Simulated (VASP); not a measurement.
# Nb in VASP: single point with PBE

Aim: the single point of Nb with PBE.

Everything below comes from runs of VASP 6.6.1. Logs are shortened: lines on timing, memory, paths and dates and some standing lists are left out, and cuts for length are marked.

**1. The cell of the first run**

The cell holds a slab with vacuum, 6 atoms: a = 2.991 Å, b = 2.991 Å, c = 25.575 Å, α = 90.00°, β = 90.00°, γ = 90.00°.

**2. Single point, PBE**

Input file INCAR:

```
  ALGO = Normal
  DIPOL = 0.5 0.5 0.500
  EDIFF = 1E-7
  ENCUT = 520
  GGA = PE
  IDIPOL = 3
  ISIF = 2
  ISMEAR = -1
  LASPH = True
  LCHARG = True
  LDIPOL = True
  LELF = True
  LREAL = False
  LVACPOTAV = True
  LVHAR = True
  LWAVE = False
  NBANDS = 48
  NELM = 80
  PREC = Accurate
  SIGMA = 0.05
```

Input file KPOINTS:

```
k-points
0
Gamma
  9 9 1
```

Input file POSCAR:

```
Nb
1.0
    2.9910616844      0.0000000000      0.0000000000
    0.0000000000      2.9910616844      0.0000000000
    0.0000000000      0.0000000000     25.5750000000
Nb
6
Direct
    0.5000000000      0.5000000000      0.2932551320
    0.0000000000      0.0000000000      0.3759530792
    0.5000000000      0.5000000000      0.4586510264
    0.0000000000      0.0000000000      0.5413489736
    0.5000000000      0.5000000000      0.6240469208
    0.0000000000      0.0000000000      0.7067448680
```

Potentials or basis: VASP PAW PBE potentials, release 64 (Nb_sv).

Started as:

```bash
cat potpaw_PBE.64/Nb_sv/POTCAR > POTCAR
mpirun -np 1 vasp_std > vasp.out
```

OUTCAR:

```text
EDIFF = 1E-7
   ENCUT = 520
   GGA = PE
   ISIF = 2
   ISMEAR = -1
   LASPH = True
   LREAL = False
   NELM = 80
   PREC = Accurate

 ion  position               nearest neighbor table
   1  0.500  0.500  0.293-   2 2.99   2 2.99   2 2.99   2 2.99
   2  0.000  0.000  0.376-   3 2.99   3 2.99   3 2.99   3 2.99   1 2.99   1 2.99   1 2.99   1 2.99

   3  0.500  0.500  0.459-   2 2.99   2 2.99   2 2.99   2 2.99   4 2.99   4 2.99   4 2.99   4 2.99

   4  0.000  0.000  0.541-   5 2.99   5 2.99   5 2.99   5 2.99   3 2.99   3 2.99   3 2.99   3 2.99

   5  0.500  0.500  0.624-   4 2.99   4 2.99   4 2.99   4 2.99   6 2.99   6 2.99   6 2.99   6 2.99

   6  0.000  0.000  0.707-   5 2.99   5 2.99   5 2.99   5 2.99

  LATTYP: Found a simple tetragonal cell.
 ALAT       =     2.9910616844
 C/A-ratio  =     8.5504756165

  Lattice vectors:

 A1 = (   2.9910616844,   0.0000000000,   0.0000000000)
 A2 = (   0.0000000000,   2.9910616844,   0.0000000000)
 A3 = (   0.0000000000,   0.0000000000,  25.5750000000)

Analysis of symmetry for initial positions (statically):
=====================================================================
 Subroutine PRICEL returns:
 Original cell was already a primitive cell.

 Routine SETGRP: Setting up the symmetry group for a
 simple tetragonal supercell.

 Subroutine GETGRP returns: Found 16 space group operations
 (whereof  8 operations were pure point group operations)
 out of a pool of 16 trial point group operations.

The static configuration has the point symmetry C_4v.
 The point group associated with its full space group is D_4h.

Analysis of symmetry for dynamics (positions and initial velocities):
=====================================================================
 Subroutine PRICEL returns:
 Original cell was already a primitive cell.

 Routine SETGRP: Setting up the symmetry group for a
 simple tetragonal supercell.

 Subroutine GETGRP returns: Found 16 space group operations
 (whereof  8 operations were pure point group operations)
 out of a pool of 16 trial point group operations.

The dynamic configuration has the point symmetry C_4v.
 The point group associated with its full space group is D_4h.

 Subroutine INISYM returns: Found 16 space group operations
 (whereof  8 operations are pure point group operations),
 and found     1 'primitive' translations

----------------------------------------------------------------------------------------

                                     Primitive cell

  volume of cell :     228.8055

  direct lattice vectors                    reciprocal lattice vectors
     2.991061684  0.000000000  0.000000000     0.334329447  0.000000000  0.000000000
     0.000000000  2.991061684  0.000000000     0.000000000  0.334329447  0.000000000
     0.000000000  0.000000000 25.575000000     0.000000000  0.000000000  0.039100684

  length of vectors
     2.991061684  2.991061684 25.575000000     0.334329447  0.334329447  0.039100684

  position of ions in fractional coordinates (direct lattice)
     0.500000000  0.500000000  0.293255132
     0.000000000  0.000000000  0.375953079
     0.500000000  0.500000000  0.458651026
     0.000000000  0.000000000  0.541348974
     0.500000000  0.500000000  0.624046921
     0.000000000  0.000000000  0.706744868

  ion indices of the primitive-cell ions
   primitive index   ion index
                 1           1
                 2           2
                 3           3
                 4           4
                 5           5
                 6           6

----------------------------------------------------------------------------------------

 KPOINTS: k-points

Automatic generation of k-mesh.
 Grid dimensions read from file:
 generate k-points for:    9    9    1

 Generating k-lattice:

  Cartesian coordinates                     Fractional coordinates (reciprocal lattice)
     0.037147716  0.000000000  0.000000000     0.111111111  0.000000000  0.000000000
     0.000000000  0.037147716  0.000000000     0.000000000  0.111111111  0.000000000
     0.000000000  0.000000000  0.039100684     0.000000000  0.000000000  1.000000000

  Length of vectors
     0.037147716  0.037147716  0.039100684

  Shift w.r.t. Gamma in fractional coordinates (k-lattice)
     0.000000000  0.000000000  0.000000000

 Subroutine IBZKPT returns following result:
 ===========================================

 Found     15 irreducible k-points:

 Following reciprocal coordinates:
            Coordinates               Weight
  0.000000  0.000000  0.000000      1.000000
  0.111111  0.000000  0.000000      4.000000
  0.222222  0.000000  0.000000      4.000000
  0.333333  0.000000  0.000000      4.000000
  0.444444  0.000000  0.000000      4.000000
  0.111111  0.111111  0.000000      4.000000
  0.222222  0.111111  0.000000      8.000000
  0.333333  0.111111  0.000000      8.000000
  0.444444  0.111111  0.000000      8.000000
  0.222222  0.222222  0.000000      4.000000
  0.333333  0.222222  0.000000      8.000000
  0.444444  0.222222  0.000000      8.000000
  0.333333  0.333333  0.000000      4.000000
  0.444444  0.333333  0.000000      8.000000
  0.444444  0.444444  0.000000      4.000000
   k-points           NKPTS =     15   k-points in BZ     NKDIM =     15   number of bands    NBANDS=     48
   number of dos      NEDOS =    301   number of ions     NIONS =      6
   total plane-waves  NPLWV = 110592
   dimension x,y,z NGX =    24 NGY =   24 NGZ =  192
   dimension x,y,z NGXF=    48 NGYF=   48 NGZF=  384
   ions per type =               6
   NGX,Y,Z   is equivalent  to a cutoff of  13.34, 13.34, 12.48 a.u.
   NGXF,Y,Z  is equivalent  to a cutoff of  26.68, 26.68, 24.96 a.u.
 SYSTEM =  unknown system
   PREC   = accura    normal or accurate (medium, high low for compatibility)
   ISTART =      0    job   : 0-new  1-cont  2-samecut
   ICHARG =      2    charge: 1-file 2-atom 10-const
   ISPIN  =      1    spin polarized calculation?
   LNONCOLLINEAR =      F non collinear calculations
   LSORBIT =      F    spin-orbit coupling
   LASPH  =      T    aspherical Exc in radial PAW
   ENCUT  =  520.0 eV  38.22 Ry    6.18 a.u.   5.56  5.56 47.55*2*pi/ulx,y,z
   NELM   =     80;   NELMIN=  2; NELMDL= -5     # of ELM steps
   EDIFF  = 0.1E-06   stopping-criterion for ELM
   LREAL  =      F    real-space projection
   EDIFFG = 0.1E-05   stopping-criterion for IOM
   NSW    =      0    number of steps for IOM
   IBRION =     -1    ionic relax: 0-MD 1-quasi-New 2-CG
   NFREE  =      0    steps in history (QN), initial steepest desc. (CG)
   ISIF   =      2    stress and relaxation
   ISYM   =      2    0-nonsym 1-usesym 2-fastsym
   POTIM  = 0.5000    time-step for ionic-motion
   TEBEG  =    0.0;   TEEND  =   0.0 temperature during run
   PSTRESS=    0.0 pullay stress
   NELECT =      78.0000    total number of electrons
   NUPDOWN=      -1.0000    fix difference up-down
   EMIN   =  10.00;   EMAX   =-10.00  energy-range for DOS
   EFERMI =   0.00;   METHOD = LEGACY
   ISMEAR =    -1;   SIGMA  =   0.05  broadening in eV -4-tet -1-fermi 0-gaus
   EFERMI_NEDOS =   21; number of points for ismear=-14 and -15
   IALGO  =     38    algorithm
   IMIX   =      4    mixing-type and parameters
     AMIX     =   0.40;   BMIX     =  1.00
     AMIX_MAG =   1.60;   BMIX_MAG =  1.00
  volume/ion in A,a.u.               =      38.13       257.34
  Fermi-wavevector in a.u.,A,eV,Ry     =   1.143627  2.161141 17.794811  1.307882
  Thomas-Fermi vector in A             =   2.280321
   LORBIT       =      0    0 simple, 1 ext, 2 COOP (PROOUT), +10 PAW based schemes
   GGA     = PE    functional components
   LHFCALC =     F    Hartree Fock is set to
   AEXX    =    0.0000 exact exchange contribution
   IVDW    =     0    specifies the selected vdW correction
   LEPSILON=     F    determine dielectric tensor
   LRPA    =     F    only Hartree local field effects (RPA)
 non-spin polarized calculation
  energy-cutoff  :      520.00
  volume of cell :      228.81
 maximum number of plane-waves:      6192
 NGX is ok and might be reduce to    24
   NGX = 11   NGY = 11   NGZ = 95

 dipolmoment           0.000000      0.000000      0.000000 electrons x Angstroem

 number of electron      78.0000009 magnetization

 dipolmoment           0.000000      0.000000     -0.000000 electrons x Angstroem

 Free energy of the ion-electron system (eV)
  ---------------------------------------------------
  ext. energy  EPLUGINS =         0.00000000
  ---------------------------------------------------
  free energy    TOTEN  =       -57.02049932 eV

  energy without entropy =      -56.94346205  energy(sigma->0) =      -56.98198068

 E-fermi :   3.3286     XC(G=0):  -6.9644

 val. band max:        3.3279562573   @ k =   0.2222   0.0000   0.0000
 cond. band min:       3.3352910525   @ k =   0.2222   0.0000   0.0000
 fundamental gap:      0.0073347951
 Fermi energy:         3.3286142399

 k-point     1 :       0.0000    0.0000    0.0000
  band No.  band energies     occupation
      1     -51.7021      2.00000
      2     -51.7019      2.00000
      3     -51.4887      2.00000
      4     -51.4652      2.00000
      5     -51.3633      2.00000
      6     -51.2635      2.00000
[... 40 lines left out ...]
     47       5.2068      0.00000
     48       5.6647      0.00000

 k-point     2 :       0.1111    0.0000    0.0000
  band No.  band energies     occupation
      1     -51.6932      2.00000
      2     -51.6930      2.00000
      3     -51.4783      2.00000
      4     -51.4578      2.00000
      5     -51.3574      2.00000
      6     -51.2617      2.00000
[... 40 lines left out ...]
     47       5.2352      0.00000
     48       5.3655      0.00000

 k-point     3 :       0.2222    0.0000    0.0000
  band No.  band energies     occupation
      1     -51.6704      2.00000
      2     -51.6703      2.00000
      3     -51.4513      2.00000
      4     -51.4386      2.00000
      5     -51.3414      2.00000
      6     -51.2590      2.00000
[... 40 lines left out ...]
     47       4.5879      0.00000
     48       4.6793      0.00000

 k-point     4 :       0.3333    0.0000    0.0000
  band No.  band energies     occupation
      1     -51.6442      2.00000
      2     -51.6442      2.00000
      3     -51.4202      2.00000
      4     -51.4160      2.00000
      5     -51.3192      2.00000
      6     -51.2611      2.00000
[... 499 lines left out ...]
     47       5.4537      0.00000
     48       5.8022      0.00000

 k-point    14 :       0.4444    0.3333    0.0000
  band No.  band energies     occupation
      1     -51.5817      2.00000
      2     -51.5817      2.00000
      3     -51.3541      2.00000
      4     -51.3540      2.00000
      5     -51.2439      2.00000
      6     -51.2330      2.00000
[... 40 lines left out ...]
     47       5.7890      0.00000
     48       5.8674      0.00000

 k-point    15 :       0.4444    0.4444    0.0000
  band No.  band energies     occupation
      1     -51.5684      2.00000
      2     -51.5684      2.00000
      3     -51.3404      2.00000
      4     -51.3404      2.00000
      5     -51.2270      2.00000
      6     -51.2232      2.00000
[... 40 lines left out ...]
     47       6.5874      0.00000
     48       7.0404      0.00000

------------------------ aborting loop because EDIFF is reached ----------------------------------------

  FORCE on cell =-STRESS in cart. coord.  units (eV):
  Direction    XX          YY          ZZ          XY          YZ          ZX
  --------------------------------------------------------------------------------------
  -------------------------------------------------------------------------------------
  Total       -7.0942122     -7.0942122     -1.4674516      0.0000000      0.0000000     -0.0000000
  in kB      -49.6762012    -49.6762012    -10.2756185      0.0000000      0.0000000     -0.0000000
  external PRESSURE =     -36.5426736 kB  Pullay stress =       0.0000000 kB

 VOLUME and BASIS-vectors are now :
 -----------------------------------------------------------------------------
  energy-cutoff  :      520.00
  volume of cell :      228.81
      direct lattice vectors                 reciprocal lattice vectors
     2.991061684  0.000000000  0.000000000     0.334329447  0.000000000  0.000000000
     0.000000000  2.991061684  0.000000000     0.000000000  0.334329447  0.000000000
     0.000000000  0.000000000 25.575000000     0.000000000  0.000000000  0.039100684

 POSITION                                       TOTAL-FORCE (eV/Angst)
 -----------------------------------------------------------------------------------
      1.49553      1.49553      7.50000        -0.000000     -0.000000      0.451089
      0.00000      0.00000      9.61500         0.000000     -0.000000     -0.641922
      1.49553      1.49553     11.73000         0.000000      0.000000      0.334746
      0.00000      0.00000     13.84500         0.000000     -0.000000     -0.334746
      1.49553      1.49553     15.96000         0.000000     -0.000000      0.641922
      0.00000      0.00000     18.07500         0.000000      0.000000     -0.451089
 -----------------------------------------------------------------------------------
    total drift:                                0.000000     -0.000000      0.000000

  FREE ENERGIE OF THE ION-ELECTRON SYSTEM (eV)
  ---------------------------------------------------
  free  energy   TOTEN  =       -57.0204993195 eV

  energy  without entropy=      -56.9434620479  energy(sigma->0) =      -56.98198068

 vacuum level on the upper side and lower side of the slab         7.714         7.714
```

Run time: 9.3 min. Hardware: 1 thread of Intel Xeon 8259CL, shared host; peak memory 0.39 GiB.

Results:

```yaml
Free_energy: -57.0205 eV
Largest_force: 0.642 eV/Å
Band_gap_on_the_k_mesh: zero (bands 39 and 40 overlap by 1.19 eV)
```

Forces on the atoms (eV/Å):
```
Nb   0.000  0.000  0.451
Nb   0.000  0.000 -0.642
Nb   0.000  0.000  0.335
Nb   0.000  0.000 -0.335
Nb   0.000  0.000  0.642
Nb   0.000  0.000 -0.451
```

Levels at points of the mesh, in eV from the Fermi level:
```
           k point  band 36  band 37  band 38  band 39  band 40  band 41  band 42  band 43
(0.00, 0.00, 0.00)    -0.28    -0.15    -0.15     0.25     0.25     0.68     0.68     1.03
```
